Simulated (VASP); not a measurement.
# TiPdSe4 (I4/mmm) in VASP: relaxation of cell and atoms with PBE

Aim: the relaxation of cell and atoms of TiPdSe4 with PBE.

Everything below comes from runs of VASP 6.6.1. Logs are shortened: lines on timing, memory, paths and dates and some standing lists are left out, and cuts for length are marked.

## Step 1: The cell of the first run

Symmetry: I4/mmm, No. 139, tetragonal system. The conventional cell has a = 6.261 Å, b = 6.261 Å, c = 7.334 Å, α = 90.00°, β = 90.00°, γ = 90.00°. Ti (site symmetry 4/mmm) has 4 Se at 2.10 Å within 2.8 Å. Within 4.5 Å of Pd (site symmetry 4/mmm) lie 16 Se at 3.29 to 4.23 Å and 6 Ti at 3.67 to 4.43 Å. Within 2.7 Å of Se (site symmetry m2m) lie 1 Se at 2.05 Å and 1 Ti at 2.10 Å.

The cell was generated, and may not be a known phase.

## Step 2: Relaxation of cell and atoms, PBE, collinear spin

Input file INCAR:

```
SYSTEM = TiPdSe4
ALGO     = Normal         ! electronic algorithm
EDIFF    = 1E-7           ! SCF threshold, eV
EDIFFG   = -0.08          ! ionic threshold
ENCUT    = 600            ! plane-wave cutoff, eV
GGA      = PE             ! functional
IBRION   = 2              ! ionic algorithm
ISIF     = 3              ! what is computed and relaxed
ISMEAR   = 0              ! smearing method
ISPIN    = 2              ! spin polarisation
LASPH    = .True.         ! aspherical terms in the spheres
LCHARG   = .False.        ! write CHGCAR
LMAXMIX  = 4              ! l up to which the mixer works
LORBIT   = 11             ! projections on sites
LREAL    = .False.        ! projectors in reciprocal space
LWAVE    = .False.        ! write WAVECAR
MAGMOM   = 1 0 0 0 0 0    ! initial moments
NELM     = 150            ! most SCF steps
NSW      = 36             ! ionic steps
PREC     = Accurate       ! precision mode
SIGMA    = 0.15           ! smearing width, eV
```

Input file KPOINTS:

```
k-points
0
Gamma
  3 3 3
  0 0 0
```

Input file POSCAR:

```
TiPdSe4
1.0
   -3.1305687200      3.1305687200      3.6669129700
    3.1305687200     -3.1305687200      3.6669129700
    3.1305687200      3.1305687200     -3.6669129700
Ti Pd Se
1 1 4
Direct
    0.5000000000      0.5000000000      0.0000000000
    0.0000000000      0.0000000000      0.0000000000
    0.5000000000      0.8360363700      0.3360363700
    0.5000000000      0.1639636300      0.6639636300
    0.1639636300      0.5000000000      0.6639636300
    0.8360363700      0.5000000000      0.3360363700
```

Potentials or basis: VASP PAW PBE potentials, release 64 (Ti_sv, Pd, Se).

The run is started by

```console
cat potpaw_PBE.64/Ti_sv/POTCAR potpaw_PBE.64/Pd/POTCAR potpaw_PBE.64/Se/POTCAR > POTCAR
mpirun -np 1 vasp_std > vasp.out
```

OUTCAR:

```text
SYSTEM = TiPdSe4
   EDIFF = 1E-7
   EDIFFG = -0.08
   ENCUT = 600
   GGA = PE
   IBRION = 2
   ISIF = 3
   ISMEAR = 0
   ISPIN = 2
   LASPH = .True.
   LORBIT = 11
   LREAL = .False.
   NELM = 150
   NSW = 36
   PREC = Accurate

 ion  position               nearest neighbor table
   1  0.500  0.500  0.000-   3 2.10   4 2.10   5 2.10   6 2.10
   2  0.000  0.000  0.000-
   3  0.500  0.836  0.336-   4 2.05   1 2.10
   4  0.500  0.164  0.664-   3 2.05   1 2.10
   5  0.164  0.500  0.664-   6 2.05   1 2.10
   6  0.836  0.500  0.336-   5 2.05   1 2.10

  LATTYP: Found a body centered tetragonal cell.
 ALAT       =     6.2611374400
 C/A-ratio  =     1.1713248607

  Lattice vectors:

 A1 = (  -3.1305687200,   3.1305687200,   3.6669129700)
 A2 = (   3.1305687200,  -3.1305687200,   3.6669129700)
 A3 = (   3.1305687200,   3.1305687200,  -3.6669129700)

Analysis of symmetry for initial positions (statically):
=====================================================================
 Subroutine PRICEL returns:
 Original cell was already a primitive cell.

 Routine SETGRP: Setting up the symmetry group for a
 body centered tetragonal supercell.

 Subroutine GETGRP returns: Found 16 space group operations
 (whereof 16 operations were pure point group operations)
 out of a pool of 16 trial point group operations.

The static configuration has the point symmetry D_4h.

Analysis of symmetry for dynamics (positions and initial velocities):
=====================================================================
 Subroutine PRICEL returns:
 Original cell was already a primitive cell.

 Routine SETGRP: Setting up the symmetry group for a
 body centered tetragonal supercell.

 Subroutine GETGRP returns: Found 16 space group operations
 (whereof 16 operations were pure point group operations)
 out of a pool of 16 trial point group operations.

The dynamic configuration has the point symmetry D_4h.

Analysis of structural, dynamic, and magnetic symmetry:
=====================================================================
 Subroutine PRICEL returns:
 Original cell was already a primitive cell.

 Routine SETGRP: Setting up the symmetry group for a
 body centered tetragonal supercell.

[... 118 lines left out ...]
   GGA     = PE    functional components
   LHFCALC =     F    Hartree Fock is set to
   AEXX    =    0.0000 exact exchange contribution
   IVDW    =     0    specifies the selected vdW correction
   LEPSILON=     F    determine dielectric tensor
   LRPA    =     F    only Hartree local field effects (RPA)
 conjugate gradient relaxation of ions
 spin polarized calculation
 Gauss-broadening in eV      SIGMA  =   0.15
  energy-cutoff  :      600.00
  volume of cell :      143.75
 maximum number of plane-waves:      4855
 NGX is ok and might be reduce to    48
   NGX = 23   NGY = 23   NGZ = 23

--------------------------------------- Ionic step        1  -------------------------------------------

 number of electron      46.0000001 magnetization       0.7371397

 Free energy of the ion-electron system (eV)
  ---------------------------------------------------
  ext. energy  EPLUGINS =         0.00000000
  ---------------------------------------------------
  free energy    TOTEN  =       -18.90376739 eV

  energy without entropy =      -18.86418649  energy(sigma->0) =      -18.88397694

------------------------ aborting loop because EDIFF is reached ----------------------------------------

  FORCE on cell =-STRESS in cart. coord.  units (eV):
  Direction    XX          YY          ZZ          XY          YZ          ZX
  --------------------------------------------------------------------------------------
  -------------------------------------------------------------------------------------
  Total       35.0954502     35.0954502     -2.1242918      0.0000000      0.0000000     -0.0000000
  in kB      391.1598968    391.1598968    -23.6765091      0.0000000      0.0000000     -0.0000000
  external PRESSURE =     252.8810948 kB  Pullay stress =       0.0000000 kB
[... 105 lines left out ...]
  FREE ENERGIE OF THE ION-ELECTRON SYSTEM (eV)
  ---------------------------------------------------
  free  energy   TOTEN  =       -23.0707171878 eV

  energy  without entropy=      -22.9748865453  energy(sigma->0) =      -23.02280187

[... ionic steps 4 to 24 ...]

--------------------------------------- Ionic step       25  -------------------------------------------

 number of electron      45.9999999 magnetization      -0.0000000

 number of electron      45.9999999 magnetization       0.0000000
[... 81 lines left out ...]
 number of electron      45.9999999 magnetization      -0.0000000

 number of electron      45.9999999 magnetization       0.0000000

 Free energy of the ion-electron system (eV)
  ---------------------------------------------------
  ext. energy  EPLUGINS =         0.00000000
  ---------------------------------------------------
  free energy    TOTEN  =       -25.42533099 eV

  energy without entropy =      -25.36687157  energy(sigma->0) =      -25.39610128

 E-fermi :   3.3583     XC(G=0):  -9.5059

 val. band max:        3.3542528743   @ k =  -0.3333   0.3333   0.0000
 cond. band min:       3.5543233380   @ k =  -0.3333  -0.3333   0.3333
 fundamental gap:      0.2000704637
 Fermi energy:         3.3582836324

 spin component 1

 k-point     1 :       0.0000    0.0000    0.0000
  band No.  band energies     occupation
      1     -53.7181      1.00000
      2     -30.2582      1.00000
      3     -29.8944      1.00000
      4     -29.8944      1.00000
      5     -10.3858      1.00000
      6      -8.4604      1.00000
[... 175 lines left out ...]
     27       5.1603      0.00000
     28       5.1603      0.00000
 Fermi energy:         3.3582836324

 spin component 2

 k-point     1 :       0.0000    0.0000    0.0000
  band No.  band energies     occupation
      1     -53.7181      1.00000
      2     -30.2582      1.00000
      3     -29.8944      1.00000
      4     -29.8944      1.00000
      5     -10.3858      1.00000
      6      -8.4604      1.00000
[... 208 lines left out ...]
  FREE ENERGIE OF THE ION-ELECTRON SYSTEM (eV)
  ---------------------------------------------------
  free  energy   TOTEN  =       -25.4253309875 eV

  energy  without entropy=      -25.3668715672  energy(sigma->0) =      -25.39610128

 reached required accuracy - stopping structural energy minimisation

 total charge

# of ion       s       p       d       tot
------------------------------------------
    1        2.237   6.194   1.997  10.427
    2        0.365   0.162   8.734   9.262
    3        1.510   2.149   0.030   3.689
    4        1.510   2.149   0.030   3.689
    5        1.510   2.149   0.030   3.689
    6        1.510   2.149   0.030   3.689
--------------------------------------------------
tot          8.641  14.952  10.851  34.445

 magnetization (x)

# of ion       s       p       d       tot
------------------------------------------
    1        0.000   0.000   0.000   0.000
    2       -0.000  -0.000  -0.000  -0.000
    3        0.000  -0.000  -0.000   0.000
    4        0.000  -0.000  -0.000   0.000
    5        0.000  -0.000  -0.000   0.000
    6        0.000  -0.000  -0.000   0.000
--------------------------------------------------
tot          0.000  -0.000   0.000   0.000
```

It took 26 min on 1 thread of Intel Xeon 6975P-C (Granite Rapids), shared host; peak memory 0.45 GiB.

Results:

| Item | Value |
| --- | --- |
| Free energy | -25.4253 eV |
| Relaxed volume | 24.67 Å³/atom |
| Relaxed cell | a = 6.098 Å, b = 6.098 Å, c = 6.098 Å, α = 98.40°, β = 98.40°, γ = 135.06° |
| Space group after relaxing (to 0.1 Å) | I4/mmm (No. 139) |
| Energy gained by relaxing | 1086.9 meV/atom |
| Ionic steps | 27 |
| Pressure after relaxing | 0.3 GPa |
| Largest force after relaxing | 0.017 eV/Å |
| Band gap on the k mesh | zero (filled and empty bands overlap) |
| Net moment | 0.00 μB per cell |
| Valence electrons inside the program's atomic spheres | Ti 10.43; Pd 9.26; Se 3.69 |

Forces on the atoms (eV/Å):
```
Ti   0.000  0.000  0.000
Pd   0.000  0.000  0.000
Se   0.017  0.000  0.000
Se  -0.017  0.000  0.000
Se   0.000 -0.017  0.000
Se   0.000  0.017  0.000
```

Step by step:
```
step  energy change (eV)  largest force (eV/Å)  pressure (GPa)  volume (Å³)
   1              0.0000                0.2483           25.29       143.75
   2             -2.7496                1.4134           -6.30       232.29
   3             -4.1669                1.2242           -0.56       188.43
   4             -4.4023                0.6150           -0.18       187.02
   5             -4.5478                0.3332            0.98       184.81
   6             -4.7176                0.1309           -0.68       187.66
   7             -4.9407                0.1977           -3.28       192.38
   8             -5.3538                0.6070           -5.69       196.78
   9             -5.4209                0.5975           -5.70       196.23
  10             -5.5993                0.5563           -5.60       194.28
  11             -5.6135                0.4793           -4.25       188.84
  12             -5.6814                0.5201           -5.30       192.52
  13             -5.6918                0.5117           -5.18       191.92
  14             -5.7987                0.3761           -4.72       188.82
  15             -6.0381                0.0994           -3.04       179.69
  16             -6.0459                1.4116            2.15       162.27
  17             -6.1322                0.6667           -0.88       171.12
  18             -6.1329                0.7244           -0.65       170.35
  19             -6.1659                0.7153           -0.60       168.82
  20             -6.2540                0.6784           -0.33       164.27
  21             -6.3576                0.5623            0.69       155.39
  22             -6.3616                0.5013            1.32       151.95
  23             -6.4091                0.3543            0.94       151.23
  24             -6.4860                0.0395            0.10       149.06
  25             -6.4902                0.1479           -0.06       148.42
  26             -6.5145                0.0700            0.10       148.24
  27             -6.5216                0.0170            0.30       148.05
```

Final structure:
```yaml
crystal:
  lattice:
    - [-3.98484, 3.98484, 2.33087]
    - [3.98484, -3.98484, 2.33087]
    - [3.98484, 3.98484, -2.33087]
  atoms:
    - { symbol: Ti, position: [0.50000, 0.50000, 0.00000] }
    - { symbol: Pd, position: [0.00000, 0.00000, 0.00000] }
    - { symbol: Se, position: [0.50000, 0.80833, 0.30833] }
    - { symbol: Se, position: [0.50000, 0.19167, 0.69167] }
    - { symbol: Se, position: [0.19167, 0.50000, 0.69167] }
    - { symbol: Se, position: [0.80833, 0.50000, 0.30833] }
```

Levels at points of the mesh, in eV from the Fermi level:
Spin up:
| k point | band 21 | band 22 | band 23 | band 24 | band 25 | band 26 |
| --- | --- | --- | --- | --- | --- | --- |
| (0.00, 0.00, 0.00) | -0.78 | -0.18 | -0.17 | 0.40 | 0.40 | 1.61 |
Spin down:
| k point | band 19 | band 20 | band 21 | band 22 | band 23 | band 24 | band 25 | band 26 | band 27 | band 28 |
| --- | --- | --- | --- | --- | --- | --- | --- | --- | --- | --- |
| (0.00, 0.00, 0.00) | -1.45 | -0.78 | -0.78 | -0.18 | -0.17 | 0.40 | 0.40 | 1.61 | 1.69 | 2.31 |

Caveat: the k points lie up to 0.52 Å⁻¹ apart in the final cell.

The gap in the log of VASP goes by the Fermi energy; the results here count the filled bands.